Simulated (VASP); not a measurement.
YAlSe3:

```
Y Al Se
1.0
     5.12821    0.00000    0.00000
     0.00000    5.12821    0.00000
     0.00000    0.00000    5.12821
Y Al Se
1 1 3
Direct
  0.00000 0.00000 0.00000
  0.50000 0.50000 0.50000
  0.00000 0.50000 0.50000
  0.50000 0.00000 0.50000
  0.50000 0.50000 0.00000
```

```yaml
Program: VASP 6.6.1
Task: relaxation of cell and atoms
Functional: PBE
Potentials_or_basis: VASP PAW PBE potentials, release 64 (Y_sv, Al, Se)
Cutoff: 600 eV
k_mesh: 4 × 4 × 4
Occupations: gaussian, width 0.1 eV
Spin: no spin polarisation
```

At the start: pressure -7.0 GPa; volume 26.97 Å³/atom.

Question: Where does the relaxation end?

Answer: Over 3 steps the energy falls by 87.5 meV/atom and the volume is 23.45 Å³/atom (-13.0 %); space group Pm-3m (No. 221, to 0.05 Å).

Step by step:
```
step  energy change (eV)  largest force (eV/Å)  pressure (GPa)  volume (Å³)
   1              0.0000                0.0000           -7.04       134.86
   2             -0.4019                0.0000            2.76       113.03
   3             -0.4374                0.0000            0.03       117.27
```

Final structure:
```
Y Al Se
1.0
     4.89471    0.00000    0.00000
     0.00000    4.89471    0.00000
     0.00000    0.00000    4.89471
Y Al Se
1 1 3
Cartesian
  0.0000 0.0000 0.0000
  2.4474 2.4474 2.4474
  0.0000 2.4474 2.4474
  2.4474 0.0000 2.4474
  2.4474 2.4474 0.0000
```
